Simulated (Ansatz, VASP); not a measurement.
## One calculation of Na, two programs

```
CELL_PARAMETERS angstrom
-1.85250 1.85250 2.23705
1.85250 -1.85250 2.23705
1.85250 1.85250 -2.23705
ATOMIC_POSITIONS crystal
Na 0.00000 0.00000 0.00000
```

Alike in both runs: task single point; functional LDA; k mesh 18 × 18 × 18; occupations gaussian, width 0.15 eV; no spin polarisation.

|  | VASP | Ansatz |
| --- | --- | --- |
| version | VASP 6.6.1 | Ansatz 0.2.0 |
| potentials or method | VASP PAW LDA potentials, release 64 (Na_pv), cutoff 520 eV | scalar-relativistic, plane waves, PAW |
| valence electrons in the cell | 7 | 9 |

|  | VASP | Ansatz | Ansatz less VASP |
| --- | --- | --- | --- |
| gap on the k mesh at the Fermi level (eV) | none | none | - |
| pressure (GPa) | 0.8 | 0.9 | +0.04 |

LDA's correlation is that of Perdew and Zunger in VASP and of Perdew and Wang (1992) in Ansatz. A gap of «none» marks a metal or a gap that the smearing closes. VASP's potentials hold 7 valence electrons a cell and Ansatz's 9, so a difference there can come from the potentials and not from the codes.
